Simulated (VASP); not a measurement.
# W (P6_3/mmc) in VASP: notebook, part 2 of 2

VASP 6.6.1. The steps go on from the part before.

## Step 4: Single point, PBE (volume scaled by 0.88)

INCAR

```
ALGO     = Normal         # electronic algorithm
EDIFF    = 1E-6           # SCF threshold, eV
ENCUT    = 520            # plane-wave cutoff, eV
GGA      = PE             # functional
ISIF     = 2              # what is computed and relaxed
ISMEAR   = -1             # smearing method
LASPH    = T              # aspherical terms in the spheres
LCHARG   = F              # write CHGCAR
LREAL    = F              # projectors in reciprocal space
LWAVE    = F              # write WAVECAR
NBANDS   = 21             # bands
NELM     = 100            # most SCF steps
PREC     = Accurate       # precision mode
SIGMA    = 0.1            # smearing width, eV
```

KPOINTS

```
k-points
0
Gamma
  15 15 7
```

POSCAR

```
W
1.0
    2.6615982173      0.0000000000      0.0000000000
   -1.3307991087      2.3050116708      0.0000000000
    0.0000000000      0.0000000000      4.7418130936
W
2
Direct
    0.3333333333      0.6666666667      0.2500000000
    0.6666666667      0.3333333333      0.7500000000
```

Potentials or basis: VASP PAW PBE potentials, release 64 (W_sv).

Started as:

```console
$ cat potpaw_PBE.64/W_sv/POTCAR > POTCAR
$ mpirun -np 1 vasp_std > vasp.out
```

OUTCAR:

```text
EDIFF = 1E-6
   ENCUT = 520
   GGA = PE
   ISIF = 2
   ISMEAR = -1
   LASPH = T
   LREAL = F
   NELM = 100
   PREC = Accurate

 ion  position               nearest neighbor table
   1  0.333  0.667  0.250-   2 2.83   2 2.83   2 2.83   2 2.83   2 2.83   2 2.83
   2  0.667  0.333  0.750-   1 2.83   1 2.83   1 2.83   1 2.83   1 2.83   1 2.83

  LATTYP: Found a hexagonal cell.
 ALAT       =     2.6615982173
 C/A-ratio  =     1.7815660766

  Lattice vectors:

 A1 = (   2.6615982173,   0.0000000000,   0.0000000000)
 A2 = (  -1.3307991087,   2.3050116708,   0.0000000000)
 A3 = (   0.0000000000,   0.0000000000,   4.7418130936)

Analysis of symmetry for initial positions (statically):
=====================================================================
 Subroutine PRICEL returns:
 Original cell was already a primitive cell.

 Routine SETGRP: Setting up the symmetry group for a
 hexagonal supercell.

 Subroutine GETGRP returns: Found 24 space group operations
 (whereof 12 operations were pure point group operations)
 out of a pool of 24 trial point group operations.
[... 160 lines left out ...]
  ---------------------------------------------------
  free energy    TOTEN  =       -24.40221062 eV

  energy without entropy =      -24.33868379  energy(sigma->0) =      -24.37044721

 E-fermi :  12.3649     XC(G=0): -14.1136

 val. band max:       12.3638758548   @ k =   0.2667   0.2667   0.2857
 cond. band min:      12.3665158578   @ k =   0.3333   0.1333   0.1429
 fundamental gap:      0.0026400030
 Fermi energy:        12.3649259484

 k-point     1 :       0.0000    0.0000    0.0000
  band No.  band energies     occupation
      1     -61.2438      2.00000
      2     -61.1192      2.00000
      3     -26.2801      2.00000
      4     -24.8936      2.00000
      5     -24.6804      2.00000
      6     -24.6804      2.00000
[... 565 lines left out ...]
     20      21.9620      0.00000
     21      22.7185      0.00000

 [... further k-points ...]

------------------------ aborting loop because EDIFF is reached ----------------------------------------

  FORCE on cell =-STRESS in cart. coord.  units (eV):
  Direction    XX          YY          ZZ          XY          YZ          ZX
  --------------------------------------------------------------------------------------
  -------------------------------------------------------------------------------------
  Total        9.2024750      9.2024750      7.3963199     -0.0000000      0.0000000      0.0000000
  in kB      506.8216638    506.8216638    407.3485824     -0.0000000      0.0000000      0.0000000
  external PRESSURE =     473.6639700 kB  Pullay stress =       0.0000000 kB

 VOLUME and BASIS-vectors are now :
 -----------------------------------------------------------------------------
  energy-cutoff  :      520.00
  volume of cell :       29.09
      direct lattice vectors                 reciprocal lattice vectors
     2.661598217  0.000000000  0.000000000     0.375714108  0.216918641  0.000000000
    -1.330799109  2.305011671  0.000000000     0.000000000  0.433837283  0.000000000
     0.000000000  0.000000000  4.741813094     0.000000000  0.000000000  0.210889797

 POSITION                                       TOTAL-FORCE (eV/Angst)
 -----------------------------------------------------------------------------------
     -0.00000      1.53667      1.18545        -0.000000      0.000000      0.000000
      1.33080      0.76834      3.55636         0.000000      0.000000      0.000000
 -----------------------------------------------------------------------------------
    total drift:                                0.000000     -0.000000      0.000000

  FREE ENERGIE OF THE ION-ELECTRON SYSTEM (eV)
  ---------------------------------------------------
  free  energy   TOTEN  =       -24.4022106241 eV

  energy  without entropy=      -24.3386837929  energy(sigma->0) =      -24.37044721
```

OSZICAR:

```text
N       E                     dE             d eps       ncg     rms          rms(c)
DAV:   1     0.291098014765E+03    0.29110E+03   -0.17064E+04  4560   0.161E+03
DAV:   2    -0.159590102407E+02   -0.30706E+03   -0.29958E+03  4905   0.472E+02
DAV:   3    -0.253270954843E+02   -0.93681E+01   -0.91945E+01  5183   0.831E+01
DAV:   4    -0.254088618672E+02   -0.81766E-01   -0.81715E-01  4881   0.821E+00
DAV:   5    -0.254096567173E+02   -0.79485E-03   -0.79484E-03  5149   0.816E-01    0.341E+01
DAV:   6    -0.246395085534E+02    0.77015E+00   -0.81283E-01  4919   0.910E+00    0.151E+01
DAV:   7    -0.244093383509E+02    0.23017E+00   -0.53368E-01  5060   0.681E+00    0.572E-01
DAV:   8    -0.244022404204E+02    0.70979E-02   -0.12722E-02  4666   0.121E+00    0.945E-02
DAV:   9    -0.244022089792E+02    0.31441E-04   -0.19790E-04  5660   0.134E-01    0.501E-02
DAV:  10    -0.244022103915E+02   -0.14123E-05   -0.31852E-05  4957   0.544E-02    0.103E-02
DAV:  11    -0.244022106241E+02   -0.23259E-06   -0.10734E-06  3347   0.946E-03
   1 F= -.24402211E+02 E0= -.24370447E+02  d E =-.635268E-01
```

Run time: 72 s. Hardware: 1 thread of AMD EPYC 7R13, shared host; peak memory 0.15 GiB.

Results:

* Free energy: -24.4022 eV
* Pressure: 47.4 GPa
* Band gap on the k mesh: zero (band 14 reaches 13.70 eV, above the bottom of band 15 at 11.89 eV)

Caveat: spin-orbit coupling is left out, which moves the levels of the heavy elements.

## Step 5: Single point, PBE (volume scaled by 0.92)

INCAR

```
SYSTEM = W
ALGO     = Normal         ! electronic algorithm
EDIFF    = 1E-6           ! SCF threshold, eV
ENCUT    = 520            ! plane-wave cutoff, eV
GGA      = PE             ! functional
ISIF     = 2              ! what is computed and relaxed
ISMEAR   = -1             ! smearing method
LASPH    = .TRUE.         ! aspherical terms in the spheres
LCHARG   = .TRUE.         ! write CHGCAR
LELF     = .TRUE.         ! ELF
LREAL    = .FALSE.        ! projectors in reciprocal space
LVHAR    = .TRUE.       
LWAVE    = .FALSE.        ! write WAVECAR
NBANDS   = 21             ! bands
NELM     = 100            ! most SCF steps
PREC     = Accurate       ! precision mode
SIGMA    = 0.1            ! smearing width, eV
```

KPOINTS

```
k-points
0
G
  15 15 7
  0 0 0
```

POSCAR

```
W
1.0
    2.7013294214      0.0000000000      0.0000000000
   -1.3506647107      2.3394199029      0.0000000000
    0.0000000000      0.0000000000      4.8125968590
W
2
Direct
    0.3333333333      0.6666666667      0.2500000000
    0.6666666667      0.3333333333      0.7500000000
```

Started as:

```console
$ cat potpaw_PBE.64/W_sv/POTCAR > POTCAR
$ mpirun -np 1 vasp_std > vasp.out
```

Run time: 73 s. Hardware: 1 thread of AMD EPYC 7R13, shared host; peak memory 0.15 GiB.

The run converged. Its results:

```yaml
Free_energy: -24.7138 eV
Pressure: 28.4 GPa
Band_gap_on_the_k_mesh: zero (band 14 reaches 12.98 eV, above the bottom of band 15 at 11.25 eV)
```

Stress tensor (GPa, compression positive):
```
30.47  0.00  0.00
 0.00 30.47  0.00
 0.00  0.00 24.32
```

Levels at points of the mesh, in eV from the Fermi level:
| k point | band 11 | band 12 | band 13 | band 14 | band 15 | band 16 | band 17 | band 18 |
| --- | --- | --- | --- | --- | --- | --- | --- | --- |
| (0.00, 0.00, 0.00) | -1.93 | -0.55 | -0.55 | -0.13 | 0.10 | 0.10 | 2.17 | 2.17 |

Caveat: spin-orbit coupling is left out, which moves the levels of the heavy elements.

## Step 6: Single point, PBE (volume scaled by 0.96)

INCAR

```
SYSTEM = W
  ALGO = Normal
  EDIFF = 1E-6
  ENCUT = 520
  GGA = PE
  ISIF = 2
  ISMEAR = -1
  LASPH = .True.
  LCHARG = .False.
  LREAL = .False.
  LWAVE = .False.
  NBANDS = 21
  NELM = 80
  PREC = Accurate
  SIGMA = 0.1
```

KPOINTS

```
k-points
0
Gamma
  15 15 7
  0 0 0
```

POSCAR

```
W
1.0
    2.7399250562      0.0000000000      0.0000000000
   -1.3699625281      2.3728447031      0.0000000000
    0.0000000000      0.0000000000      4.8813575327
W
2
Direct
    0.3333333333      0.6666666667      0.2500000000
    0.6666666667      0.3333333333      0.7500000000
```

Potentials or basis: VASP PAW PBE potentials, release 64 (W_sv).

Started as:

```console
$ cat potpaw_PBE.64/W_sv/POTCAR > POTCAR
$ mpirun -np 1 vasp_std > vasp.out
```

Run time: 67 s. Hardware: 1 thread of AMD EPYC 7R13, shared host; peak memory 0.15 GiB.

The run converged. Its results:

| Quantity | Value |
| --- | --- |
| Free energy | -24.8840 eV |
| Pressure | 13.0 GPa |
| Band gap on the k mesh | zero (band 14 reaches 12.32 eV, above the bottom of band 15 at 10.67 eV) |

Stress tensor (GPa, compression positive):
```
14.01  0.00  0.00
 0.00 14.01  0.00
 0.00  0.00 10.97
```

Levels at points of the mesh, in eV from the Fermi level:
| k point | band 10 | band 11 | band 12 | band 13 | band 14 | band 15 | band 16 | band 17 | band 18 | band 19 |
| --- | --- | --- | --- | --- | --- | --- | --- | --- | --- | --- |
| (0.00, 0.00, 0.00) | -6.09 | -1.80 | -0.48 | -0.48 | -0.24 | 0.13 | 0.13 | 2.08 | 2.08 | 4.47 |

Caveat: spin-orbit coupling is left out, which moves the levels of the heavy elements.

## Step 7: Summary

```csv
cell,k mesh,gap on the mesh (eV),pressure (GPa)
"a = 2.777, b = 2.777, c = 4.948 Å, angles 90.0, 90.0, 120.0°, 2 atoms",7 × 7 × 4,none,0.3
"a = 2.777, b = 2.777, c = 4.948 Å, angles 90.0, 90.0, 120.0°, 2 atoms",13 × 13 × 7,none,0.5
"a = 2.662, b = 2.662, c = 4.742 Å, angles 90.0, 90.0, 120.0°, 2 atoms",15 × 15 × 7,none,47.4
"a = 2.701, b = 2.701, c = 4.813 Å, angles 90.0, 90.0, 120.0°, 2 atoms",15 × 15 × 7,none,28.4
"a = 2.740, b = 2.740, c = 4.881 Å, angles 90.0, 90.0, 120.0°, 2 atoms",15 × 15 × 7,none,13.0
```

Alike in all rows: task single point; level PBE; potentials or basis VASP PAW PBE potentials, release 64 (W_sv); no spin polarisation; cutoff (eV) 520; smearing fermi-dirac 0.1 eV.

Caveats: some runs use coarse meshes; spin-orbit coupling is left out, which moves the levels of the heavy elements.

Total energies depend on the potentials used, so only differences within one code and one set of settings carry meaning.
